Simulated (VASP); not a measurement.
Set up this calculation in VASP 6.6.1, as the native input.

* Task: single point
* Functional: PBE
* Dispersion: D3(BJ)
* Potentials or basis: VASP PAW PBE potentials, release 64 (C, O, H)
* Cutoff: 520 eV
* k mesh: 1 × 1 × 1
* Occupations: fermi-dirac, width 0.05 eV
* Spin: no spin polarisation
* Dipole correction: no
* Further INCAR settings: LREAL = Auto; ALGO = Normal; EDIFF = 1e-06; NBANDS = 66

The structure of H4CO lies in POSCAR:

```
H4CO
1.0
    7.3803230000      0.0000000000      0.0000000000
    0.0000000000      7.3803230000      0.0000000000
    0.0000000000      0.0000000000      7.3803230000
C O H
6 6 24
Direct
    0.9812985150      0.0193080980      0.7361466429
    0.8979688287      0.1806154013      0.2860714904
    0.6256636735      0.7166488513      0.7918217130
    0.5534581617      0.5401254119      0.2882529667
    0.5016447112      0.2394475147      0.8198828154
    0.1253739166      0.5835787946      0.4977830916
    0.9188215746      0.1588683856      0.8511958081
    0.9720712766      0.0047287903      0.2313719874
    0.4632317583      0.8287306667      0.7830280599
    0.4108763261      0.4632995060      0.1798566269
    0.5331880461      0.1260784928      0.9818133976
    0.1629874465      0.4401568874      0.6089841867
    1.0657257142      0.0873132517      0.6299588785
    0.8228772643      0.0947113019      0.9190112682
    1.0517696854     -0.0859311984      0.8093819200
    0.8752191469     -0.0378032235      0.6544022531
    0.9019794933      0.2643515738      0.1630145456
    0.9590772653     -0.0779911665      0.3338607267
    0.7538558949      0.1609414656      0.3334406909
    0.9793473809      0.2488237981      0.3919340658
    0.5946758699      0.6113689062      0.8838231064
    0.4449805246      0.8962615864      0.6707565509
    0.6610008803      0.6558927028      0.6595104306
    0.7393985331      0.8043956884      0.8464128196
    0.5211154038      0.6864469211      0.2804077816
    0.4214856179      0.3271672527      0.1811167343
    0.5414397175      0.5174434777      0.4327588372
    0.6940482144      0.5235001232      0.2383635513
    0.5490816594      0.3743467596      0.8484723501
    0.4883932587      0.0070999603      0.9555950329
    0.5761807444      0.1766860339      0.7045762089
    0.3552419047      0.2480243751      0.7943283783
    0.1832982107      0.5522929010      0.3696721675
    0.1198863519      0.4603186067      0.7381384256
   -0.0237252489      0.6122089778      0.4896669157
    0.1875256679      0.7149822576      0.5433502030
```

The input as run:

INCAR

```
SYSTEM = H4CO
  ALGO = Normal
  EDIFF = 1E-6
  ENCUT = 520
  GGA = PE
  GGA_COMPAT = .FALSE.
  ISIF = 2
  ISMEAR = -1
  IVDW = 12
  LASPH = .TRUE.
  LCHARG = .FALSE.
  LREAL = Auto
  LWAVE = .FALSE.
  NBANDS = 66
  NELM = 120
  PREC = Accurate
  SIGMA = 0.05
```

KPOINTS

```
k-points
0
G
  1 1 1
  0 0 0
```

Potentials or basis: VASP PAW PBE potentials, release 64 (C, O, H).

Command:

```sh
$ cat potpaw_PBE.64/C/POTCAR potpaw_PBE.64/O/POTCAR potpaw_PBE.64/H/POTCAR > POTCAR
$ mpirun -np 1 vasp_gam > vasp.out
```

It gave:

- Pressure: -0.3 GPa
- Largest force: 3.165 eV/Å
- Band gap on the k mesh: 4.59 eV
- Dispersion energy per atom: -0.034 eV

Caveat: the k points lie up to 0.85 Å⁻¹ apart.

Wall time 39 s on 1 thread of AMD EPYC 7R43 64-Core Processor (Zen 3) (shared host), peak memory 0.34 GiB.
